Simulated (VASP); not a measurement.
MgH2: single point with LDA

Crystal: MgH2.

```
Mg H
1.0
     4.51680    0.00000    0.00000
     0.00000    4.51680    0.00000
     0.00000    0.00000    3.02050
Mg H
2 4
Direct
  0.00000 0.00000 0.00000
  0.50000 0.50000 0.50000
  0.30600 0.30600 0.00000
  0.19400 0.80600 0.50000
  0.69400 0.69400 0.00000
  0.80600 0.19400 0.50000
```

* Program: VASP 6.6.1
* Task: single point
* Functional: LDA
* Potentials or basis: VASP PAW LDA potentials, release 64 (Mg, H)
* Cutoff: 600 eV
* k mesh: 4 × 4 × 6
* Occupations: gaussian, width 0.1 eV
* Spin: no spin polarisation

* Pressure: -3.1 GPa
* Largest force: 0.052 eV/Å
* Band gap on the k mesh: 3.54 eV (least direct gap 4.33 eV)

Forces on the atoms (eV/Å):
```
Mg   0.000  0.000  0.000
Mg   0.000  0.000  0.000
H   -0.037 -0.037  0.000
H    0.037 -0.037  0.000
H    0.037  0.037  0.000
H   -0.037  0.037  0.000
```

Stress tensor (GPa, compression positive):
```
-2.94  0.00  0.00
 0.00 -2.94  0.00
 0.00  0.00 -3.47
```

Levels at points of the mesh, in eV from the valence-band top:
```tsv
k point	band 2	band 3	band 4	band 5	band 6	band 7
(0.00, 0.00, 0.00)	-1.43	-1.43	-0.49	4.45	4.89	8.85
(0.50, 0.00, 0.00)	-4.91	-0.47	-0.47	5.03	5.03	9.88
(0.50, 0.50, 0.00)	-3.83	-2.77	-2.77	8.90	8.90	9.04
(0.00, 0.00, 0.50)	-3.08	0.00	0.00	5.95	5.95	6.51
(0.50, 0.00, 0.50)	-2.31	-1.08	-1.08	4.93	4.93	6.58
(0.50, 0.50, 0.50)	-1.90	-0.91	-0.91	3.54	3.54	3.89
```

Run time: 20 s on 1 thread of Intel Xeon 8259CL, on a shared host, peak memory 0.16 GiB.

Caveat: the cell stands under tension. A hybrid or GW would open this gap; LDA tends to underestimate it.
